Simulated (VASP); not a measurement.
# Be (Fm-3m) in VASP: further runs

Be is run at these levels: r2SCAN; tasks: single point.

Program: VASP 6.6.1. These are calculated values, not measurements. Logs are shortened: lines on timing, memory, paths and dates and some standing lists are left out, and cuts for length are marked.

## (1) The cell of the first run

The structure is cubic, space group Fm-3m (No. 225). The conventional cell has a = 3.169 Å, b = 3.169 Å, c = 3.169 Å, α = 90.00°, β = 90.00°, γ = 90.00°. Within 3.0 Å of Be (site symmetry m-3m) lie 12 Be at 2.24 Å.

This isn't the form of Be at room conditions, which is hcp.

## (2) Single point, r2SCAN

Contents of POSCAR:

```
Be
1.0
    0.0000000000      1.5842710551      1.5842710551
    1.5842710551      0.0000000000      1.5842710551
    1.5842710551      1.5842710551      0.0000000000
Be
1
Direct
    0.0000000000      0.0000000000      0.0000000000
```

Contents of INCAR.step1:

```
SYSTEM = Be
ALGO = Normal
EDIFF = 1E-4
ENCUT = 520
GGA = PE
ISMEAR = -1
LASPH = .True.
LCHARG = .False.
LREAL = .False.
LWAVE = .True.
NBANDS = 7
NELM = 100
PREC = Accurate
SIGMA = 0.1
```

Contents of INCAR.step2:

```
SYSTEM = Be
ALGO = Normal
EDIFF = 1E-6
ENCUT = 520
ISIF = 2
ISMEAR = -1
ISTART = 1
LASPH = .True.
LCHARG = .True.
LELF = .True.
LMIXTAU = .True.
LREAL = .False.
LVHAR = .True.
LWAVE = .False.
METAGGA = R2SCAN
NBANDS = 7
NELM = 100
PREC = Accurate
SIGMA = 0.1
```

Contents of KPOINTS:

```
k-points
0
Gamma
  18 18 18
  0 0 0
```

Potentials or basis: VASP PAW PBE potentials, release 64 (Be).

Launch:

```bash
cat potpaw_PBE.64/Be/POTCAR > POTCAR
cp INCAR.step1 INCAR
mpirun -np 1 vasp_std > vasp.out
cp INCAR.step2 INCAR
mpirun -np 1 vasp_std > vasp.out
```

OUTCAR:

```text
SYSTEM = Be
   EDIFF = 1E-6
   ENCUT = 520
   ISIF = 2
   ISMEAR = -1
   ISTART = 1
   LASPH = .True.
   LREAL = .False.
   METAGGA = R2SCAN
   NELM = 100
   PREC = Accurate

 ion  position               nearest neighbor table
   1  0.000  0.000  0.000-

  LATTYP: Found a face centered cubic cell.
 ALAT       =     3.1685421102

  Lattice vectors:

 A1 = (   0.0000000000,   1.5842710551,   1.5842710551)
 A2 = (   1.5842710551,   0.0000000000,   1.5842710551)
 A3 = (   1.5842710551,   1.5842710551,   0.0000000000)

Analysis of symmetry for initial positions (statically):
=====================================================================
 Subroutine PRICEL returns:
 Original cell was already a primitive cell.

 Routine SETGRP: Setting up the symmetry group for a
 face centered cubic supercell.

 Subroutine GETGRP returns: Found 48 space group operations
 (whereof 48 operations were pure point group operations)
 out of a pool of 48 trial point group operations.

The static configuration has the point symmetry O_h .

Analysis of symmetry for dynamics (positions and initial velocities):
=====================================================================
 Subroutine PRICEL returns:
 Original cell was already a primitive cell.

 Routine SETGRP: Setting up the symmetry group for a
 face centered cubic supercell.

 Subroutine GETGRP returns: Found 48 space group operations
 (whereof 48 operations were pure point group operations)
 out of a pool of 48 trial point group operations.

The dynamic configuration has the point symmetry O_h .

 Subroutine INISYM returns: Found 48 space group operations
 (whereof 48 operations are pure point group operations),
 and found     1 'primitive' translations

----------------------------------------------------------------------------------------

                                     Primitive cell

  volume of cell :       7.9528

  direct lattice vectors                    reciprocal lattice vectors
     0.000000000  1.584271055  1.584271055    -0.315602560  0.315602560  0.315602560
     1.584271055  0.000000000  1.584271055     0.315602560 -0.315602560  0.315602560
     1.584271055  1.584271055  0.000000000     0.315602560  0.315602560 -0.315602560

  length of vectors
     2.240497613  2.240497613  2.240497613     0.546639668  0.546639668  0.546639668

  position of ions in fractional coordinates (direct lattice)
     0.000000000  0.000000000  0.000000000

  ion indices of the primitive-cell ions
   primitive index   ion index
                 1           1

----------------------------------------------------------------------------------------

 KPOINTS: k-points

Automatic generation of k-mesh.
 Grid dimensions read from file:
 generate k-points for:   18   18   18

 Generating k-lattice:

  Cartesian coordinates                     Fractional coordinates (reciprocal lattice)
    -0.017533476  0.017533476  0.017533476     0.055555556  0.000000000  0.000000000
     0.017533476 -0.017533476  0.017533476     0.000000000  0.055555556  0.000000000
     0.017533476  0.017533476 -0.017533476     0.000000000  0.000000000  0.055555556

  Length of vectors
     0.030368870  0.030368870  0.030368870

  Shift w.r.t. Gamma in fractional coordinates (k-lattice)
     0.000000000  0.000000000  0.000000000

 Subroutine IBZKPT returns following result:
 ===========================================

 Found    195 irreducible k-points:

 Following reciprocal coordinates:
            Coordinates               Weight
  0.000000  0.000000  0.000000      1.000000
  0.055556  0.000000  0.000000      8.000000
  0.111111  0.000000  0.000000      8.000000
  0.166667  0.000000  0.000000      8.000000
  0.222222  0.000000  0.000000      8.000000
  0.277778  0.000000  0.000000      8.000000
[... 16 lines left out ...]
 -0.277778  0.055556  0.000000     24.000000
 -0.222222  0.055556  0.000000     24.000000
 [... further k-points ...]
   k-points           NKPTS =    195   k-points in BZ     NKDIM =    195   number of bands    NBANDS=      7
   number of dos      NEDOS =    301   number of ions     NIONS =      1
   total plane-waves  NPLWV =   5832
   dimension x,y,z NGX =    18 NGY =   18 NGZ =   18
   dimension x,y,z NGXF=    36 NGYF=   36 NGZF=   36
   ions per type =               1
   NGX,Y,Z   is equivalent  to a cutoff of  13.36, 13.36, 13.36 a.u.
   NGXF,Y,Z  is equivalent  to a cutoff of  26.71, 26.71, 26.71 a.u.
 SYSTEM =  Be
   PREC   = accura    normal or accurate (medium, high low for compatibility)
   ISTART =      1    job   : 0-new  1-cont  2-samecut
   ICHARG =      0    charge: 1-file 2-atom 10-const
   ISPIN  =      1    spin polarized calculation?
   LNONCOLLINEAR =      F non collinear calculations
   LSORBIT =      F    spin-orbit coupling
   LASPH  =      T    aspherical Exc in radial PAW
   ENCUT  =  520.0 eV  38.22 Ry    6.18 a.u.   4.17  4.17  4.17*2*pi/ulx,y,z
   NELM   =    100;   NELMIN=  2; NELMDL=  0     # of ELM steps
   EDIFF  = 0.1E-05   stopping-criterion for ELM
   LREAL  =      F    real-space projection
   EDIFFG = 0.1E-04   stopping-criterion for IOM
   NSW    =      0    number of steps for IOM
   IBRION =     -1    ionic relax: 0-MD 1-quasi-New 2-CG
   NFREE  =      0    steps in history (QN), initial steepest desc. (CG)
   ISIF   =      2    stress and relaxation
   ISYM   =      2    0-nonsym 1-usesym 2-fastsym
   POTIM  = 0.5000    time-step for ionic-motion
   TEBEG  =    0.0;   TEEND  =   0.0 temperature during run
   PSTRESS=    0.0 pullay stress
   NELECT =       2.0000    total number of electrons
   NUPDOWN=      -1.0000    fix difference up-down
   EMIN   =  10.00;   EMAX   =-10.00  energy-range for DOS
   EFERMI =   0.00;   METHOD = LEGACY
   ISMEAR =    -1;   SIGMA  =   0.10  broadening in eV -4-tet -1-fermi 0-gaus
   EFERMI_NEDOS =   21; number of points for ismear=-14 and -15
   IALGO  =     38    algorithm
   IMIX   =      4    mixing-type and parameters
     AMIX     =   0.40;   BMIX     =  1.00
     AMIX_MAG =   1.60;   BMIX_MAG =  1.00
  volume/ion in A,a.u.               =       7.95        53.67
  Fermi-wavevector in a.u.,A,eV,Ry     =   1.033345  1.952739 14.528327  1.067802
  Thomas-Fermi vector in A             =   2.167587
   LORBIT       =      0    0 simple, 1 ext, 2 COOP (PROOUT), +10 PAW based schemes
   METAGGA = R2SCAN    functional components
   LHFCALC =     F    Hartree Fock is set to
   AEXX    =    0.0000 exact exchange contribution
   IVDW    =     0    specifies the selected vdW correction
   LEPSILON=     F    determine dielectric tensor
   LRPA    =     F    only Hartree local field effects (RPA)
 non-spin polarized calculation
  energy-cutoff  :      520.00
  volume of cell :        7.95
 maximum number of plane-waves:       222
 NGX is ok and might be reduce to    18
   NGX =  9   NGY =  9   NGZ =  9

 number of electron       2.0000000 magnetization

 Free energy of the ion-electron system (eV)
  ---------------------------------------------------
  ext. energy  EPLUGINS =         0.00000000
  ---------------------------------------------------
  free energy    TOTEN  =        -4.25783321 eV

  energy without entropy =       -4.25411078  energy(sigma->0) =       -4.25597199

 E-fermi :   7.5673     XC(G=0): -11.2424

 val. band max:        7.4812633235   @ k =   0.5000   0.0000   0.0000
 cond. band min:       7.5969321632   @ k =  -0.4444   0.1111   0.0556
 fundamental gap:      0.1156688396
 Fermi energy:         7.5673064953

 k-point     1 :       0.0000    0.0000    0.0000
  band No.  band energies     occupation
      1      -5.1276      2.00000
      2      28.5332      0.00000
      3      28.5332      0.00000
      4      28.5332      0.00000
      5      37.9491      0.00000
      6      37.9491      0.00000
      7      37.9491      0.00000

 k-point     2 :       0.0556    0.0000    0.0000
  band No.  band energies     occupation
      1      -5.0173      2.00000
      2      27.5947      0.00000
      3      28.3340      0.00000
      4      28.3340      0.00000
      5      36.8150      0.00000
      6      38.3220      0.00000
      7      38.3220      0.00000

 k-point     3 :       0.1111    0.0000    0.0000
  band No.  band energies     occupation
      1      -4.6867      2.00000
      2      25.1734      0.00000
      3      27.8381      0.00000
      4      27.8381      0.00000
      5      36.2359      0.00000
      6      39.2305      0.00000
      7      39.2305      0.00000

 k-point     4 :       0.1667    0.0000    0.0000
  band No.  band energies     occupation
      1      -4.1360      2.00000
      2      22.0920      0.00000
      3      27.2318      0.00000
      4      27.2318      0.00000
      5      36.4876      0.00000
      6      39.9339      0.00000
      7      39.9339      0.00000

 k-point     5 :       0.2222    0.0000    0.0000
  band No.  band energies     occupation
      1      -3.3676      2.00000
      2      18.8868      0.00000
      3      26.6514      0.00000
      4      26.6514      0.00000
      5      37.1635      0.00000
      6      39.3844      0.00000
      7      39.3844      0.00000

 k-point     6 :       0.2778    0.0000    0.0000
  band No.  band energies     occupation
      1      -2.3882      2.00000
      2      15.7911      0.00000
      3      26.1675      0.00000
      4      26.1675      0.00000
      5      37.8421      0.00000
      6      38.0856      0.00000
      7      38.0856      0.00000

 k-point     7 :       0.3333    0.0000    0.0000
  band No.  band energies     occupation
      1      -1.2166      2.00000
      2      12.9202      0.00000
      3      25.8053      0.00000
      4      25.8053      0.00000
      5      36.8076      0.00000
      6      36.8076      0.00000
      7      37.8429      0.00000

 k-point     8 :       0.3889    0.0000    0.0000
  band No.  band energies     occupation
      1       0.0917      2.00000
      2      10.3756      0.00000
      3      25.5642      0.00000
      4      25.5642      0.00000
      5      35.8057      0.00000
      6      35.8057      0.00000
      7      37.3658      0.00000

 k-point     9 :       0.4444    0.0000    0.0000
  band No.  band energies     occupation
      1       1.3551      2.00000
      2       8.3628      0.00070
      3      25.4303      0.00000
      4      25.4303      0.00000
      5      35.1746      0.00000
      6      35.1746      0.00000
      7      36.9788      0.00000

 k-point    10 :       0.5000    0.0000    0.0000
  band No.  band energies     occupation
      1       1.9856      2.00000
      2       7.4813      1.40550
      3      25.3881      0.00000
      4      25.3881      0.00000
      5      34.9594      0.00000
      6      34.9594      0.00000
      7      36.8405      0.00000

 k-point    11 :       0.0556    0.0556    0.0000
  band No.  band energies     occupation
      1      -4.9805      2.00000
      2      27.7105      0.00000
      3      27.7105      0.00000
      4      28.5267      0.00000
      5      35.6646      0.00000
      6      39.0171      0.00000
      7      39.0171      0.00000
[... 51 lines left out ...]
 k-point    17 :       0.3889    0.0556    0.0000
  band No.  band energies     occupation
      1      -0.2464      2.00000
      2      11.2367      0.00000
      3      24.5791      0.00000
      4      25.9422      0.00000
      5      33.3758      0.00000
      6      37.4082      0.00000
      7      40.1003      0.00000

 k-point    18 :       0.4444    0.0556    0.0000
  band No.  band energies     occupation
      1       1.0765      2.00000
      2       9.0020      0.00000
      3      24.6477      0.00000
      4      25.4227      0.00000
      5      32.9554      0.00000
      6      36.4077      0.00000
      7      39.7443      0.00000

 k-point    19 :       0.5000    0.0556    0.0000
  band No.  band energies     occupation
      1       2.0306      2.00000
      2       7.6301      0.69604
      3      24.8794      0.00000
      4      24.9689      0.00000
      5      32.9293      0.00000
      6      35.7416      0.00000
      7      39.5724      0.00000

 k-point    20 :      -0.4444    0.0556    0.0000
  band No.  band energies     occupation
      1       1.8047      2.00000
      2       7.9383      0.04779
      3      24.6201      0.00000
      4      25.2456      0.00000
      5      33.2760      0.00000
      6      35.4538      0.00000
      7      39.6992      0.00000

 k-point    21 :      -0.3889    0.0556    0.0000
  band No.  band energies     occupation
      1       0.6461      2.00000
      2       9.6781      0.00000
      3      24.4144      0.00000
      4      25.7130      0.00000
      5      33.9580      0.00000
      6      35.5761      0.00000
      7      40.0780      0.00000

 k-point    22 :      -0.3333    0.0556    0.0000
  band No.  band energies     occupation
      1      -0.6857      2.00000
      2      12.0806      0.00000
      3      24.3806      0.00000
      4      26.2502      0.00000
      5      34.9268      0.00000
      6      36.1216      0.00000
      7      40.2204      0.00000

 k-point    23 :      -0.2778    0.0556    0.0000
  band No.  band energies     occupation
      1      -1.9156      2.00000
      2      14.8506      0.00000
      3      24.5358      0.00000
      4      26.8317      0.00000
      5      36.0712      0.00000
      6      37.0660      0.00000
      7      39.3298      0.00000

 k-point    24 :      -0.2222    0.0556    0.0000
  band No.  band energies     occupation
      1      -2.9641      2.00000
      2      17.8699      0.00000
      3      24.8845      0.00000
      4      27.4319      0.00000
      5      36.7937      0.00000
      6      38.2911      0.00000
      7      38.9373      0.00000

 [... further k-points ...]
[... 5 lines left out ...]
  --------------------------------------------------------------------------------------
  -------------------------------------------------------------------------------------
  Total       -0.0323815     -0.0323815     -0.0323815      0.0000000      0.0000000      0.0000000
  in kB       -6.5236293     -6.5236293     -6.5236293      0.0000000      0.0000000      0.0000000
  external PRESSURE =      -6.5236293 kB  Pullay stress =       0.0000000 kB

 VOLUME and BASIS-vectors are now :
 -----------------------------------------------------------------------------
  energy-cutoff  :      520.00
  volume of cell :        7.95
      direct lattice vectors                 reciprocal lattice vectors
     0.000000000  1.584271055  1.584271055    -0.315602560  0.315602560  0.315602560
     1.584271055  0.000000000  1.584271055     0.315602560 -0.315602560  0.315602560
     1.584271055  1.584271055  0.000000000     0.315602560  0.315602560 -0.315602560

 POSITION                                       TOTAL-FORCE (eV/Angst)
 -----------------------------------------------------------------------------------
      0.00000      0.00000      0.00000         0.000000      0.000000     -0.000000
 -----------------------------------------------------------------------------------
    total drift:                                0.000000     -0.000000     -0.000000

  FREE ENERGIE OF THE ION-ELECTRON SYSTEM (eV)
  ---------------------------------------------------
  free  energy   TOTEN  =        -4.2578332070 eV

  energy  without entropy=       -4.2541107792  energy(sigma->0) =       -4.25597199
```

Run time: 51 s. Hardware: 1 thread of AMD EPYC 7R13, shared host; peak memory 0.09 GiB.

Results:

```yaml
Free_energy: -4.2578 eV
Pressure: -0.7 GPa
Band_gap_on_the_k_mesh: zero (bands 1 and 2 overlap by 0.56 eV)
```

Caveat: the PAW data sets were made with another functional, which shifts forces and pressure a little.

## (3) Single point, r2SCAN

POSCAR is that of step 2.

Contents of INCAR.step1:

```
  ALGO = Normal
  EDIFF = 1E-4
  ENCUT = 520
  GGA = PE
  ISMEAR = -1
  LASPH = T
  LCHARG = F
  LREAL = F
  LWAVE = T
  NBANDS = 7
  NELM = 60
  PREC = Accurate
  SIGMA = 0.1
```

Contents of INCAR.step2:

```
  ALGO = Normal
  EDIFF = 1E-6
  ENCUT = 520
  ISIF = 2
  ISMEAR = -1
  ISTART = 1
  LASPH = T
  LCHARG = F
  LMIXTAU = T
  LREAL = F
  LWAVE = F
  METAGGA = R2SCAN
  NBANDS = 7
  NELM = 60
  PREC = Accurate
  SIGMA = 0.1
```

Contents of KPOINTS:

```
k-points
0
Gamma
  18 18 18
```

Potentials or basis: VASP PAW PBE potentials, release 64 (Be).

Launch:

```bash
cat potpaw_PBE.64/Be/POTCAR > POTCAR
cp INCAR.step1 INCAR
mpirun -np 1 vasp_std > vasp.out
cp INCAR.step2 INCAR
mpirun -np 1 vasp_std > vasp.out
```

It took 52 s on 1 thread of AMD EPYC 7R13, shared host; peak memory 0.09 GiB.

It converged, with:

| Quantity | Value |
| --- | --- |
| Free energy | -4.2578 eV |
| Pressure | -0.7 GPa |
| Band gap on the k mesh | zero (bands 1 and 2 overlap by 0.56 eV) |

Levels at points of the mesh, in eV from the Fermi level:
```
           k point  band 1  band 2  band 3  band 4  band 5  band 6
(0.00, 0.00, 0.00)  -12.69   20.97   20.97   20.97   30.38   30.38
(0.50, 0.00, 0.00)   -5.58   -0.09   17.82   17.82   27.39   27.39
(0.50, 0.50, 0.00)   -2.74    3.87   10.30   10.30   15.74   24.05
```

Caveat: the PAW data sets were made with another functional, which shifts forces and pressure a little.

## (4) Single point, r2SCAN

This run uses another cell than the first one, of 8.19 Å³/atom.

Contents of POSCAR:

```
Be
1.0
    0.0000000000      1.5998041148      1.5998041148
    1.5998041148      0.0000000000      1.5998041148
    1.5998041148      1.5998041148      0.0000000000
Be
1
Direct
    0.0000000000      0.0000000000      0.0000000000
```

Contents of INCAR.step1:

```
SYSTEM = Be
  ALGO = Normal
  EDIFF = 1E-4
  ENCUT = 520
  GGA = PE
  ISMEAR = -1
  LASPH = .TRUE.
  LCHARG = .FALSE.
  LREAL = .FALSE.
  LWAVE = .TRUE.
  NBANDS = 7
  NELM = 60
  PREC = Accurate
  SIGMA = 0.1
```

Contents of INCAR.step2:

```
SYSTEM = Be
  ALGO = Normal
  EDIFF = 1E-7
  ENCUT = 520
  ISIF = 2
  ISMEAR = -1
  ISTART = 1
  LASPH = .TRUE.
  LCHARG = .FALSE.
  LMIXTAU = .TRUE.
  LREAL = .FALSE.
  LWAVE = .FALSE.
  METAGGA = R2SCAN
  NBANDS = 7
  NELM = 60
  PREC = Accurate
  SIGMA = 0.1
```

Contents of KPOINTS:

```
k-points
0
G
  18 18 18
  0 0 0
```

Launch:

```bash
cat potpaw_PBE.64/Be/POTCAR > POTCAR
cp INCAR.step1 INCAR
mpirun -np 1 vasp_std > vasp.out
cp INCAR.step2 INCAR
mpirun -np 1 vasp_std > vasp.out
```

Wall time 68 s (1 thread of AMD EPYC 7R13, shared host); peak memory 0.09 GiB.

The run converged. Its results:

* Free energy: -4.2543 eV
* Pressure: -4.0 GPa
* Band gap on the k mesh: zero (bands 1 and 2 overlap by 0.55 eV)

Levels at points of the mesh, in eV from the Fermi level:
| k point | band 1 | band 2 | band 3 | band 4 | band 5 | band 6 |
| --- | --- | --- | --- | --- | --- | --- |
| (0.00, 0.00, 0.00) | -12.46 | 20.55 | 20.55 | 20.55 | 29.89 | 29.89 |
| (0.50, 0.00, 0.00) | -5.40 | -0.11 | 17.48 | 17.48 | 26.96 | 26.96 |
| (0.50, 0.50, 0.00) | -2.62 | 3.81 | 10.14 | 10.14 | 15.53 | 23.46 |

Caveat: the cell stands under tension; the PAW data sets were made with another functional, which shifts forces and pressure a little.

(Part 1 of 2 ends here.)
